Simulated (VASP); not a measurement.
# WC (Qusongite) (P-6m2) in VASP: vibrations by perturbation theory with PBE

Aim: the vibrations by perturbation theory of WC (Qusongite) with PBE.

All numbers are computed with VASP 6.6.1; they aren't measurements. Logs are shortened: lines on timing, memory, paths and dates and some standing lists are left out, and cuts for length are marked.

## 1. The cell of the first run

The structure is hexagonal, space group P-6m2 (No. 187). The conventional cell has a = 2.907 Å, b = 2.907 Å, c = 2.837 Å, α = 90.00°, β = 90.00°, γ = 120.00°. W (site symmetry -6m2) has 6 C at 2.20 Å and 2 W at 2.84 Å within 2.9 Å. Within 2.9 Å of C (site symmetry -6m2) lie 6 W at 2.20 Å and 2 C at 2.84 Å.

## 2. Vibrations by perturbation theory, PBE

INCAR reads:

```
SYSTEM = WC
PREC     = Accurate       ! precision mode
ENCUT    = 520            ! plane-wave cutoff, eV
EDIFF    = 1E-8           ! SCF threshold, eV
ISMEAR   = 0              ! smearing method
SIGMA    = 0.1            ! smearing width, eV
LREAL    = .FALSE.        ! projectors in reciprocal space
LASPH    = .TRUE.         ! aspherical terms in the spheres
NELM     = 80             ! most SCF steps
ALGO     = Normal         ! electronic algorithm
ISIF     = 2              ! what is computed and relaxed
LWAVE    = .FALSE.        ! write WAVECAR
LCHARG   = .FALSE.        ! write CHGCAR
GGA      = PE             ! functional
NBANDS   = 16             ! bands
IBRION   = 8              ! ionic algorithm
NSW      = 1              ! ionic steps
```

KPOINTS reads:

```
Automatic mesh
0
G
  14 14 12
  0 0 0
```

POSCAR reads:

```
WC
1.0
    2.9065000000      0.0000000000      0.0000000000
   -1.4532500000      2.5171030000      0.0000000000
    0.0000000000      0.0000000000      2.8366000000
W C
1 1
Direct
    0.0000000000      0.0000000000      0.0000000000
    0.6666666667      0.3333333333      0.5000000000
```

Potentials or basis: VASP PAW PBE potentials, release 64 (W_sv, C).

Run with:

```console
cat potpaw_PBE.64/W_sv/POTCAR potpaw_PBE.64/C/POTCAR > POTCAR
mpirun -np 1 vasp_std > vasp.out
```

OUTCAR:

```text
SYSTEM = WC
   PREC = Accurate
   ENCUT = 520
   EDIFF = 1E-8
   ISMEAR = 0
   LREAL = .FALSE.
   LASPH = .TRUE.
   NELM = 80
   ISIF = 2
   GGA = PE
   IBRION = 8
   NSW = 1

 ion  position               nearest neighbor table
   1  0.000  0.000  0.000-   2 2.20   2 2.20   2 2.20   2 2.20   2 2.20   2 2.20
   2  0.667  0.333  0.500-   1 2.20   1 2.20   1 2.20   1 2.20   1 2.20   1 2.20

  LATTYP: Found a hexagonal cell.
 ALAT       =     2.9065000000
 C/A-ratio  =     0.9759504559

  Lattice vectors:

 A1 = (   2.9065000000,   0.0000000000,   0.0000000000)
 A2 = (  -1.4532500000,   2.5171030000,   0.0000000000)
 A3 = (   0.0000000000,   0.0000000000,   2.8366000000)

Analysis of symmetry for initial positions (statically):
=====================================================================
 Subroutine PRICEL returns:
 Original cell was already a primitive cell.

 Routine SETGRP: Setting up the symmetry group for a
 hexagonal supercell.

 Subroutine GETGRP returns: Found 12 space group operations
 (whereof 12 operations were pure point group operations)
 out of a pool of 24 trial point group operations.

The static configuration has the point symmetry D_3h.

Analysis of symmetry for dynamics (positions and initial velocities):
=====================================================================
 Subroutine PRICEL returns:
 Original cell was already a primitive cell.

 Routine SETGRP: Setting up the symmetry group for a
 hexagonal supercell.

 Subroutine GETGRP returns: Found 12 space group operations
 (whereof 12 operations were pure point group operations)
 out of a pool of 24 trial point group operations.

The dynamic configuration has the point symmetry D_3h.

 Subroutine INISYM returns: Found 12 space group operations
 (whereof 12 operations are pure point group operations),
 and found     1 'primitive' translations

----------------------------------------------------------------------------------------

                                     Primitive cell

  volume of cell :      20.7525

  direct lattice vectors                    reciprocal lattice vectors
     2.906500000  0.000000000  0.000000000     0.344056425  0.198641057  0.000000000
    -1.453250000  2.517103000  0.000000000     0.000000000  0.397282114  0.000000000
     0.000000000  0.000000000  2.836600000     0.000000000  0.000000000  0.352534725

  length of vectors
     2.906500000  2.906500142  2.836600000     0.397282133  0.397282114  0.352534725

  position of ions in fractional coordinates (direct lattice)
     0.000000000  0.000000000  0.000000000
     0.666666667  0.333333333  0.500000000

  ion indices of the primitive-cell ions
   primitive index   ion index
                 1           1
                 2           2

----------------------------------------------------------------------------------------

 KPOINTS: Automatic mesh

Automatic generation of k-mesh.
 Grid dimensions read from file:
 generate k-points for:   14   14   12

 Generating k-lattice:

  Cartesian coordinates                     Fractional coordinates (reciprocal lattice)
     0.024575459  0.014188647  0.000000000     0.071428571  0.000000000  0.000000000
     0.000000000  0.028377294  0.000000000     0.000000000  0.071428571  0.000000000
     0.000000000  0.000000000  0.029377894     0.000000000  0.000000000  0.083333333

  Length of vectors
     0.028377295  0.028377294  0.029377894

  Shift w.r.t. Gamma in fractional coordinates (k-lattice)
     0.000000000  0.000000000  0.000000000

[... 69 lines left out ...]
     AMIX     =   0.40;   BMIX     =  1.00
     AMIX_MAG =   1.60;   BMIX_MAG =  1.00
  volume/ion in A,a.u.               =      10.38        70.02
  Fermi-wavevector in a.u.,A,eV,Ry     =   1.561262  2.950358 33.164743  2.437540
  Thomas-Fermi vector in A             =   2.664353
   LORBIT       =      0    0 simple, 1 ext, 2 COOP (PROOUT), +10 PAW based schemes
   GGA     = PE    functional components
   LHFCALC =     F    Hartree Fock is set to
   AEXX    =    0.0000 exact exchange contribution
   IVDW    =     0    specifies the selected vdW correction
   LEPSILON=     F    determine dielectric tensor
   LRPA    =     F    only Hartree local field effects (RPA)
 non-spin polarized calculation
 Gauss-broadening in eV      SIGMA  =   0.10
  energy-cutoff  :      520.00
  volume of cell :       20.75
 maximum number of plane-waves:       580
 NGX is ok and might be reduce to    24
   NGX = 11   NGY = 11   NGZ = 11

--------------------------------------- Ionic step        1  -------------------------------------------

 number of electron      18.0000000 magnetization

 Free energy of the ion-electron system (eV)
  ---------------------------------------------------
  ext. energy  EPLUGINS =         0.00000000
  ---------------------------------------------------
  free energy    TOTEN  =       -22.44250586 eV

  energy without entropy =      -22.44083617  energy(sigma->0) =      -22.44167101

 E-fermi :  11.0592     XC(G=0): -13.8002

 val. band max:       11.0494083404   @ k =   0.4286   0.0714   0.5000
 cond. band min:      11.1419374650   @ k =   0.3571   0.2143   0.0000
 fundamental gap:      0.0925291246
 Fermi energy:        11.0591834896

 k-point     1 :       0.0000    0.0000    0.0000
  band No.  band energies     occupation
      1     -62.9252      2.00000
      2     -26.9052      2.00000
      3     -26.8043      2.00000
      4     -26.8043      2.00000
      5      -3.3725      2.00000
      6       6.7663      2.00000
[... 433 lines left out ...]
      3     -27.3033      2.00000
      4     -26.7807      2.00000
      5       0.6804      2.00000
      6       4.4748      2.00000
[... 8 lines left out ...]
     15      26.2845      0.00000
     16      27.3057      0.00000

 [... further k-points ...]
[... 5 lines left out ...]
  --------------------------------------------------------------------------------------
  -------------------------------------------------------------------------------------
  Total        0.8711816      0.8711817      0.8897781      0.0000000     -0.0000000      0.0000000
  in kB       67.2589163     67.2589251     68.6946450      0.0000000     -0.0000000      0.0000000
  external PRESSURE =      67.7374955 kB  Pullay stress =       0.0000000 kB

 VOLUME and BASIS-vectors are now :
 -----------------------------------------------------------------------------
  energy-cutoff  :      520.00
  volume of cell :       20.75
      direct lattice vectors                 reciprocal lattice vectors
     2.906500000  0.000000000  0.000000000     0.344056425  0.198641057  0.000000000
    -1.453250000  2.517103000  0.000000000     0.000000000  0.397282114  0.000000000
     0.000000000  0.000000000  2.836600000     0.000000000  0.000000000  0.352534725

 POSITION                                       TOTAL-FORCE (eV/Angst)
 -----------------------------------------------------------------------------------
      0.00000      0.00000      0.00000        -0.000000     -0.000000      0.000000
      1.45325      0.83903      1.41830         0.000000      0.000000      0.000000
 -----------------------------------------------------------------------------------
    total drift:                                0.000000      0.000001      0.000000

  FREE ENERGIE OF THE ION-ELECTRON SYSTEM (eV)
  ---------------------------------------------------
  free  energy   TOTEN  =       -22.4425058571 eV

  energy  without entropy=      -22.4408361658  energy(sigma->0) =      -22.44167101

[... ionic steps 2 to 3 ...]

--------------------------------------- Ionic step        4  -------------------------------------------

------------------------ aborting loop because EDIFF is reached ----------------------------------------
[... 11 lines left out ...]
[... ionic steps 8 to 8 ...]

--------------------------------------- Ionic step        9  -------------------------------------------

 Free energy of the ion-electron system (eV)
  ---------------------------------------------------
  ---------------------------------------------------
  free energy    TOTEN  =        -0.12232934 eV

  energy without entropy =       -0.12232934

------------------------ aborting loop because EDIFF is reached ----------------------------------------

 INTERNAL STRAIN TENSOR  FOR ION    2  DIRECTION 3   (eV/Angst):
 -----------------------------------------------------------------------------
     0.01186  0.00000  0.00000
     0.00000  0.01186  0.00000
     0.00000  0.00000 -0.01718

 INTERNAL STRAIN TENSOR FOR ION    2 for displacements in x,y,z  (eV/Angst):
          X           Y           Z          XY          YZ          ZX
  --------------------------------------------------------------------------------
  x     0.00000     0.00000     0.00000    -5.88133     0.00000     0.00000
  y    -5.88133     5.88133     0.00000     0.00000     0.00000     0.00000
  z     0.00000     0.00000     0.00000     0.00000     0.00000     0.00000

 SECOND DERIVATIVES (NOT SYMMETRIZED)
 ------------------------------------
               1X          1Y          1Z          2X          2Y          2Z
  1X   -15.662910    0.000000    0.000000   15.662910    0.000000    0.000000
  1Y     0.000000  -15.662912    0.000000   -0.000000   15.662912    0.000000
  1Z     0.000000    0.000000  -14.484860    0.000000   -0.000000   14.484860
  2X    15.659796    0.000000    0.000000  -15.659796    0.000000    0.000000
  2Y     0.000000   15.659798    0.000000    0.000000  -15.659798    0.000000
  2Z     0.000000    0.000000   14.479437   -0.000000    0.000000  -14.479437

 Eigenvectors and eigenvalues of the dynamical matrix
 ----------------------------------------------------

   1 f  =   18.424641 THz   115.765435 2PiTHz  614.579877 cm-1    76.198159 meV
             X         Y         Z           dx          dy          dz
      0.000000  0.000000  0.000000    -0.000000    0.247660    0.000000
      1.453250  0.839034  1.418300    -0.000000   -0.968847    0.000000
[... 21 lines left out ...]
   6 f/i=    0.000796 THz     0.005002 2PiTHz    0.026553 cm-1     0.003292 meV
             X         Y         Z           dx          dy          dz
      0.000000  0.000000  0.000000     0.000000    0.000000    0.968842
      1.453250  0.839034  1.418300    -0.000000    0.000000    0.247681

--------------------------------------------------------------------------------------------------------

 ELASTIC MODULI CONTR FROM IONIC RELAXATION (kBar)
 Direction    XX          YY          ZZ          XY          YZ          ZX
 --------------------------------------------------------------------------------
 XX        -139.4610    139.4610      0.0000     -0.0000      0.0000      0.0000
 YY         139.4610   -139.4610      0.0000      0.0000      0.0000      0.0000
 ZZ           0.0000      0.0000      0.0000      0.0000      0.0000      0.0000
 XY          -0.0000      0.0000      0.0000   -139.4610      0.0000      0.0000
 YZ           0.0000      0.0000      0.0000      0.0000      0.0000      0.0000
 ZX           0.0000      0.0000      0.0000      0.0000      0.0000      0.0000
 --------------------------------------------------------------------------------
```

Wall time 6.5 min (1 thread of Intel Xeon Platinum 8488C (Sapphire Rapids), shared host); peak memory 0.56 GiB.

Results:

| Quantity | Value |
| --- | --- |
| Highest phonon frequency at Γ, LO-TO splitting left out | 615 cm⁻¹ |

Phonon frequencies in cm⁻¹ (negative: imaginary):
```csv
q point,frequencies
"(0.000, 0.000, 0.000)",0 0 0 591 615 615
```

Caveat: the cell wasn't relaxed at this level first, which shifts response properties; spin-orbit coupling is left out, which moves the levels of the heavy elements.
